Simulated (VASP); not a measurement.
A run of VASP 6.6.1 is set up as follows.

Contents of INCAR:

```
SYSTEM = TaN
PREC     = Accurate       ! precision mode
ENCUT    = 520            ! plane-wave cutoff, eV
EDIFF    = 1E-6           ! SCF threshold, eV
ISMEAR   = -1             ! smearing method
SIGMA    = 0.03           ! smearing width, eV
LREAL    = .False.        ! projectors in reciprocal space
LASPH    = .True.         ! aspherical terms in the spheres
NELM     = 60             ! most SCF steps
ALGO     = Normal         ! electronic algorithm
ISIF     = 2              ! what is computed and relaxed
LWAVE    = .False.        ! write WAVECAR
LCHARG   = .False.        ! write CHGCAR
GGA      = PE             ! functional
NBANDS   = 33             ! bands
```

KPOINTS

```
regular mesh
0
Gamma
  5 5 8
  0 0 0
```

The input POSCAR:

```
TaN
1.0
    5.0812992707      0.0000000000      0.0000000000
   -2.5406496353      4.4005342526      0.0000000000
    0.0000000000      0.0000000000      2.9080000000
Ta N
3 3
Direct
    0.0000000000      0.0000000000      0.0000000000
    0.3333333333      0.6666666667      0.5000000000
    0.6666666667      0.3333333333      0.5000000000
    0.5000000000      0.0000000000      0.0000000000
    0.5000000000      0.5000000000      0.0000000000
    0.0000000000      0.5000000000      0.0000000000
```

Potentials or basis: VASP PAW PBE potentials, release 64 (Ta_pv, N).

Launch:

```console
$ cat potpaw_PBE.64/Ta_pv/POTCAR potpaw_PBE.64/N/POTCAR > POTCAR
$ mpirun -np 1 vasp_std > vasp.out
```

Problem. Predict the band gap on the k mesh.

Solution. Zero (band 24 reaches 9.61 eV, above the bottom of band 25 at 7.39 eV).

Problem. Estimate the pressure.

Solution. 24.7 GPa.

Stress tensor (GPa, compression positive):
```
25.69  0.00  0.00
 0.00 25.69  0.00
 0.00  0.00 22.74
```

Caveat: the cell differs from its parent crystal (equal xx and yy strain of -2 %); spin-orbit coupling is left out, which moves the levels of the heavy elements.
